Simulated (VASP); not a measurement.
# Ba8Ti8O23 (a cell with a defect) in VASP: single point with PBE

Aim: the single point of Ba8Ti8O23 (a cell with a defect) with PBE.

Everything below comes from runs of VASP 6.6.1. Logs are shortened: lines on timing, memory, paths and dates and some standing lists are left out, and cuts for length are marked.

**1. The cell of the first run**

The cell holds a defect, 39 atoms: a = 8.038 Å, b = 8.038 Å, c = 8.038 Å, α = 90.00°, β = 90.00°, γ = 90.00°.

**2. Single point, PBE**

The input, INCAR:

```
ALGO = Normal
EDIFF = 1E-7
ENCUT = 520
GGA = PE
ISIF = 2
ISMEAR = 0
KPAR = 2
LASPH = T
LCHARG = F
LREAL = Auto
LWAVE = F
NBANDS = 182
NCORE = 2
NELECT = 312.0
NELM = 60
PREC = Accurate
SIGMA = 0.02
```

The input, KPOINTS:

```
Automatic mesh
0
Gamma
  2 2 2
  0.5 0.5 0.5
```

The input, POSCAR:

```
Ba8Ti8O23
1.0
   -8.0384963557      0.0000000000      0.0000000000
    0.0000000000      8.0384963557      0.0000000000
    0.0000000000      0.0000000000     -8.0384963557
Ba Ti O
8 8 23
Direct
    0.2521554916      0.2461878332      0.2428401922
    0.2521548696      0.2461875844      0.7571601368
    0.2468378304      0.7562160547      0.2431152436
    0.2468373328      0.7562159303      0.7568849609
    0.7485504420      0.2442148274      0.2444554197
    0.7485504420      0.2442148274      0.7555449093
    0.7523792675      0.7564364940      0.2442389613
    0.7523795163      0.7564362452      0.7557619897
   -0.0076416033      0.5082622196      0.0000027368
   -0.0225380459      0.5040467546      0.5000010975
    0.0060138113      0.0112697694      0.0000004976
    0.0129423459      0.0136377495      0.5000001023
    0.4880965079      0.4936950674     -0.0000013684
    0.5208043662      0.4998380073      0.4999992315
    0.5067764940     -0.0095555184      0.0000018660
    0.5034181545     -0.0152134174      0.5000018439
    0.4618856358      0.2818747313      0.5000004755
    0.2581415613      0.5011514370      0.9999999558
    0.2408102106     -0.0014711707      0.4999996047
    0.2435520169     -0.0000813585      0.9999998313
    0.7494875575      0.4937558997      0.5000001023
    0.7618760685      0.5002714217      1.0000000802
    0.7343893359      0.0034502721      0.4999996047
    0.7442466520      0.0002311378      0.9999998313
    0.5028681760      0.2613089447      0.9999998313
    0.4849006366      0.7515375678      0.5000003511
    0.5016894729      0.7596504035      0.9999999558
    1.0076296165      0.2486589421      0.4999991071
    0.9986237033      0.2427366903      0.9999998313
    1.0082870778      0.7317124671      0.4999991071
    1.0008227464      0.7405933568      0.9999999558
    0.4970893589      0.5114620718      0.2550999477
    0.4970894833      0.5114620718      0.7449015009
    0.4953575674      0.0050589063      0.2516646037
    0.4953573186      0.0050589063      0.7483331128
    1.0130764063      0.4933828199      0.2585158851
    1.0130767795      0.4933826955      0.7414809606
    0.9951792781     -0.0028058730      0.2513422798
    0.9951792781     -0.0028058730      0.7486564320
```

Potentials or basis: VASP PAW PBE potentials, release 64 (Ba_sv, Ti_sv, O).

Launch:

```sh
cat potpaw_PBE.64/Ba_sv/POTCAR potpaw_PBE.64/Ti_sv/POTCAR potpaw_PBE.64/O/POTCAR > POTCAR
mpirun -np 4 vasp_std > vasp.out
```

OUTCAR:

```text
EDIFF = 1E-7
   ENCUT = 520
   GGA = PE
   ISIF = 2
   ISMEAR = 0
   LASPH = T
   LREAL = Auto
   NELECT = 312.0
   NELM = 60
   PREC = Accurate

 ion  position               nearest neighbor table
   1  0.252  0.246  0.243-  17 2.68  34 2.75  36 2.77  20 2.78  25 2.81  29 2.82  18 2.83  28 2.85
                            19 2.87  38 2.88  32 2.90  11 3.36  13 3.37  12 3.39  15 3.50   9 3.55
   2  0.252  0.246  0.757-  17 2.68  35 2.75  37 2.77  20 2.78  25 2.81  29 2.82  18 2.83  28 2.85
                            19 2.87  39 2.88  33 2.90  11 3.36  13 3.37  12 3.39  15 3.50   9 3.55
   3  0.247  0.756  0.243-  20 2.77  31 2.78  38 2.80  32 2.82  26 2.82  30 2.82  34 2.83  36 2.83
                            27 2.83  18 2.83  19 2.84  15 3.42  11 3.43  16 3.45   9 3.46  13 3.47
   4  0.247  0.756  0.757-  20 2.77  31 2.78  39 2.80  33 2.82  26 2.82  30 2.82  35 2.83  37 2.83
                            27 2.83  18 2.83  19 2.84  15 3.42  11 3.43  16 3.45   9 3.46  13 3.47
   5  0.749  0.244  0.244-  24 2.78  25 2.79  34 2.80  38 2.81  29 2.81  23 2.82  22 2.85  21 2.87
                            36 2.92  28 2.93  32 2.95  17 3.10  11 3.41  14 3.43  15 3.44  10 3.46
   6  0.749  0.244  0.756-  24 2.78  25 2.79  35 2.80  39 2.81  29 2.81  23 2.82  22 2.85  21 2.87
                            37 2.92  28 2.93  33 2.95  17 3.10  11 3.41  14 3.43  15 3.44  10 3.46
   7  0.752  0.756  0.244-  38 2.75  24 2.77  31 2.80  27 2.81  32 2.85  22 2.85  23 2.86  34 2.88
                            30 2.92  21 2.95  26 2.98  36 2.98  15 3.36   9 3.40  16 3.41  10 3.41
   8  0.752  0.756  0.756-  39 2.75  24 2.77  31 2.80  27 2.81  33 2.85  22 2.85  23 2.86  35 2.88
                            30 2.92  21 2.95  26 2.98  37 2.98  15 3.36   9 3.40  16 3.41  10 3.41
   9  0.992  0.508  0.000-  22 1.85  31 1.87  36 2.09  37 2.09  29 2.14  18 2.14   7 3.40   8 3.40
                             3 3.46   4 3.46   5 3.49   6 3.49   1 3.55   2 3.55
  10  0.977  0.504  0.500-  21 1.83  30 1.85  37 1.96  36 1.96  28 2.07   8 3.41   7 3.41   6 3.46
                             5 3.46   4 3.61   3 3.61   2 3.67   1 3.67
  11  0.006  0.011  0.000-  29 1.86  20 1.91  38 2.03  39 2.03  24 2.11  31 2.18   2 3.36   1 3.36
                             5 3.41   6 3.41   3 3.43   4 3.43   7 3.49   8 3.49
  12  0.013  0.014  0.500-  19 1.84  28 1.89  39 2.01  38 2.01  23 2.24  30 2.27   2 3.39   1 3.39
                             4 3.48   3 3.48   5 3.49   6 3.49   7 3.59   8 3.59
  13  0.488  0.494  1.000-  18 1.85  25 1.87  33 2.06  32 2.06  27 2.14  22 2.20   2 3.37   1 3.37
                             4 3.47   3 3.47   6 3.50   5 3.50   8 3.58   7 3.58
  14  0.521  0.500  0.500-  17 1.81  21 1.84  32 1.98  33 1.98  26 2.04   5 3.43   6 3.43   7 3.46
                             8 3.46   1 3.62   2 3.62   3 3.66   4 3.66
  15  0.507  0.990  0.000-  27 1.86  24 1.91  34 2.03  35 2.03  20 2.12  25 2.18   7 3.36   8 3.36
                             3 3.42   4 3.42   5 3.44   6 3.44   1 3.50   2 3.50
  16  0.503  0.985  0.500-  23 1.86  26 1.88  35 2.00  34 2.00  19 2.11  17 2.41   8 3.41   7 3.41
                             4 3.45   3 3.45   6 3.53   5 3.53   2 3.57   1 3.57
  17  0.462  0.282  0.500-  14 1.81  16 2.41   2 2.68   1 2.68   6 3.10   5 3.10
  18  0.258  0.501  1.000-  13 1.85   9 2.14   2 2.83   1 2.83   4 2.83   3 2.83
  19  0.241  0.999  0.500-  12 1.84  16 2.11   3 2.84   4 2.84   1 2.87   2 2.87
  20  0.244  1.000  1.000-  11 1.91  15 2.12   4 2.77   3 2.77   2 2.78   1 2.78
  21  0.749  0.494  0.500-  10 1.83  14 1.84   5 2.87   6 2.87   7 2.95   8 2.95
  22  0.762  0.500  0.000-   9 1.85  13 2.20   8 2.85   7 2.85   6 2.85   5 2.85
[... 15 lines left out ...]
  38  0.995  0.997  0.251-  12 2.01  11 2.03   7 2.75   3 2.80   5 2.81   1 2.88
[... 224 lines left out ...]
   NGX = 29   NGY = 29   NGZ = 29

 number of electron     311.9999952 magnetization

 Free energy of the ion-electron system (eV)
  ---------------------------------------------------
  ext. energy  EPLUGINS =         0.00000000
  ---------------------------------------------------
  free energy    TOTEN  =      -321.51270900 eV

  energy without entropy =     -321.51270900  energy(sigma->0) =     -321.51270900

 E-fermi :   3.7158     XC(G=0): -11.0080

 val. band max:        3.4671401740   @ k =   0.2500   0.2500   0.2500
 cond. band min:       6.0038619265   @ k =   0.2500   0.2500   0.2500
 fundamental gap:      2.5367217525
 Fermi energy:         3.7157732855

 k-point     1 :       0.2500    0.2500    0.2500
  band No.  band energies     occupation
      1     -52.9392      2.00000
      2     -52.8807      2.00000
      3     -52.8717      2.00000
      4     -52.8625      2.00000
      5     -52.8369      2.00000
      6     -52.8240      2.00000
[... 160 lines left out ...]
    167       7.0359      0.00000
    168       7.0906      0.00000

 k-point     2 :      -0.2500    0.2500    0.2500
  band No.  band energies     occupation
      1     -52.9392      2.00000
      2     -52.8807      2.00000
      3     -52.8717      2.00000
      4     -52.8625      2.00000
      5     -52.8369      2.00000
      6     -52.8240      2.00000
[... 160 lines left out ...]
    167       7.0437      0.00000
    168       7.1100      0.00000
 [bands above 168 left out]

------------------------ aborting loop because EDIFF is reached ----------------------------------------

  FORCE on cell =-STRESS in cart. coord.  units (eV):
  Direction    XX          YY          ZZ          XY          YZ          ZX
  --------------------------------------------------------------------------------------
  -------------------------------------------------------------------------------------
  Total        3.9383715      1.1053708     -9.3485194      0.0851647      0.0000000      0.0000000
  in kB       12.1479447      3.4095268    -28.8355978      0.2626914      0.0000000      0.0000000
  external PRESSURE =      -4.4260421 kB  Pullay stress =       0.0000000 kB

 VOLUME and BASIS-vectors are now :
 -----------------------------------------------------------------------------
  energy-cutoff  :      520.00
  volume of cell :      519.43
      direct lattice vectors                 reciprocal lattice vectors
    -8.038496356  0.000000000  0.000000000    -0.124401375  0.000000000  0.000000000
     0.000000000  8.038496356  0.000000000     0.000000000  0.124401375  0.000000000
     0.000000000  0.000000000 -8.038496356     0.000000000  0.000000000 -0.124401375

 POSITION                                       TOTAL-FORCE (eV/Angst)
 -----------------------------------------------------------------------------------
     -2.02695      1.97898     -1.95207         0.022697      0.025586     -0.036870
     -2.02695      1.97898     -6.08643         0.022697      0.025586      0.036870
     -1.98421      6.07884     -1.95428        -0.008394     -0.019761     -0.048679
     -1.98420      6.07884     -6.08422        -0.008394     -0.019761      0.048679
     -6.01722      1.96312     -1.96505         0.017491      0.063116     -0.057170
     -6.01722      1.96312     -6.07344         0.017491      0.063116      0.057170
[... 31 lines left out ...]
     -7.99975      8.01594     -2.02041        -0.009338      0.038977      0.002202
     -7.99975      8.01594     -6.01807        -0.009338      0.038977     -0.002202
 -----------------------------------------------------------------------------------
    total drift:                               -0.013505     -0.021709      0.035753

  FREE ENERGIE OF THE ION-ELECTRON SYSTEM (eV)
  ---------------------------------------------------
  free  energy   TOTEN  =      -321.5127089970 eV

  energy  without entropy=     -321.5127089970  energy(sigma->0) =     -321.51270900
```

Run time: 1.7 min. Hardware: 4 MPI ranks of AMD EPYC 7R13 (Zen 3), shared host; peak memory 0.36 GiB.

What came out:

| Quantity | Value |
| --- | --- |
| Free energy | -321.5127 eV |
| Largest force | 0.475 eV/Å |

Forces on the atoms (eV/Å):
```
Ba   0.023  0.026 -0.037
Ba   0.023  0.026  0.037
Ba  -0.008 -0.020 -0.049
Ba  -0.008 -0.020  0.049
Ba   0.017  0.063 -0.057
Ba   0.017  0.063  0.057
Ba   0.027 -0.045 -0.061
Ba   0.027 -0.045  0.061
Ti  -0.054 -0.064  0.000
Ti  -0.051 -0.048  0.000
Ti   0.052 -0.064  0.000
Ti   0.107 -0.091  0.000
Ti  -0.068  0.079  0.000
Ti   0.027  0.026  0.000
Ti   0.027  0.090  0.000
Ti   0.066  0.131  0.000
O   -0.363 -0.307  0.000
O    0.090  0.002  0.000
O   -0.079  0.011  0.000
O   -0.036  0.020  0.000
O    0.012  0.076  0.000
O    0.105  0.002  0.000
O   -0.100 -0.013  0.000
O   -0.032  0.009  0.000
O    0.022 -0.062  0.000
O   -0.033 -0.060  0.000
O    0.016 -0.093  0.000
O   -0.006  0.089  0.000
O    0.007  0.077  0.000
O   -0.001  0.090  0.000
O    0.015  0.086  0.000
O    0.078 -0.050 -0.032
O    0.078 -0.050  0.032
O   -0.015 -0.034  0.018
O   -0.015 -0.034 -0.018
O    0.027  0.028  0.005
O    0.027  0.028 -0.005
O   -0.009  0.039  0.002
O   -0.009  0.039 -0.002
```

Caveat: the cell carries a net charge on a neutralising background, which shifts energy and pressure; the cell is charged against a uniform background, so pressure and absolute levels hang on convention; spin-orbit coupling is left out, which moves the levels of the heavy elements.
